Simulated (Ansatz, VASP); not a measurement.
# In3GaAs4: VASP beside Ansatz

```
In Ga As
1.0
     6.01597    0.00000    0.00000
     0.00000    6.01597    0.00000
     0.00000    0.00000    6.01597
In Ga As
3 1 4
Direct
  0.50000 0.00000 0.00000
  0.00000 0.00000 0.50000
  0.00000 0.50000 0.00000
  0.50000 0.50000 0.50000
  0.26035 0.73965 0.26035
  0.26035 0.26035 0.73965
  0.73965 0.73965 0.73965
  0.73965 0.26035 0.26035
```

Alike in both runs: functional PBE; k mesh 6 × 6 × 6; occupations gaussian, width 0.1 eV; no spin polarisation.

Ansatz relaxed the structure, and its values are those at the end. VASP's run is a single point on that final structure, the one shown.

|  | VASP | Ansatz |
| --- | --- | --- |
| version | VASP 6.6.1 | Ansatz 0.2.0 |
| potentials or method | VASP PAW PBE potentials, release 64 (In_d, Ga_d, As), cutoff 520 eV | scalar-relativistic, plane waves, PAW |
| valence electrons in the cell | 72 | 112 |

VASP gave:

| Item | Value |
| --- | --- |
| gap on the k mesh at the Fermi level (eV) | none |
| pressure (GPa) | 1.7 |
| rms of the force components (eV/Å) | 0.005 |

Problem. Estimate Ansatz's values.

Solution. gap on the k mesh at the Fermi level (eV): none; pressure (GPa): 1.7; rms of the force components (eV/Å): 0.003.

A gap of «none» marks a metal or a gap that the smearing closes. VASP's potentials hold 72 valence electrons a cell and Ansatz's 112, so a difference there can come from the potentials and not from the codes. Ansatz's warnings: stress scf threshold loose.
